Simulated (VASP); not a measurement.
BN:

```
B N
1.0
     2.53584   -0.01325    0.01065
    -2.55879    4.41987    0.04269
     0.01762    0.05094    4.21628
B N
4 4
Direct
  0.37105 0.33319 0.97133
  0.65820 0.15842 0.44920
  0.39289 0.84173 0.99372
  0.74593 0.68245 0.48457
  0.31114 0.32302 0.35578
  0.69712 0.17701 0.88003
  0.32219 0.82779 0.35025
  0.66039 0.63265 0.88271
```

- Program: VASP 6.6.1
- Task: relaxation of cell and atoms
- Functional: PBEsol
- Potentials or basis: VASP PAW PBE potentials, release 64 (B, N)
- Cutoff: 600 eV
- k mesh: 8 × 8 × 4
- Occupations: fermi-dirac, width 0.05 eV
- Spin: no spin polarisation

At the start: pressure 15.2 GPa; volume 5.89 Å³/atom.

**Question.** Where does the relaxation end?

**Answer.** Over 18 steps the energy falls by 306.7 meV/atom and the volume is 5.88 Å³/atom (-0.1 %); space group P1 (No. 1, to 0.1 Å) before, P6_3mc (No. 186, to 0.1 Å).

Step by step:
```csv
step,energy change (eV),largest force (eV/Å),pressure (GPa),volume (Å³)
1,0.0000,10.4417,15.18,47.11
2,2.1278,8.8767,-4.73,50.96
3,-2.0476,2.6663,-8.66,48.45
4,-2.0628,2.6635,-8.03,48.36
5,-2.0652,2.6645,-7.62,48.31
6,-2.2914,2.2343,2.43,46.84
7,-2.3782,1.0681,-2.10,47.32
8,-2.4180,0.9967,2.75,46.73
9,-2.4344,0.3867,0.90,46.94
10,-2.4480,0.2033,0.15,47.03
11,-2.4480,0.2167,0.10,47.03
12,-2.4526,0.1094,-0.33,47.09
13,-2.4526,0.1135,-0.35,47.09
14,-2.4532,0.0634,0.11,47.03
15,-2.4533,0.0449,0.00,47.05
16,-2.4534,0.0189,0.07,47.04
17,-2.4534,0.0190,0.07,47.04
18,-2.4534,0.0078,-0.02,47.05
```

Final structure:
```
B N
1.0
     2.54180    0.00004   -0.00007
    -2.54173    4.40248    0.00006
    -0.00008    0.00003    4.20429
B N
4 4
Direct
  0.35323 0.33034 0.98375
  0.68648 0.16370 0.48373
  0.35319 0.83039 0.98372
  0.68652 0.66371 0.48370
  0.35320 0.33039 0.35815
  0.68657 0.16370 0.85818
  0.35317 0.83034 0.35819
  0.68655 0.66370 0.85818
```

Caveat: the structure was generated, so it needn't be the stable form of BN; the PAW data sets were made with another functional, which shifts forces and pressure a little.
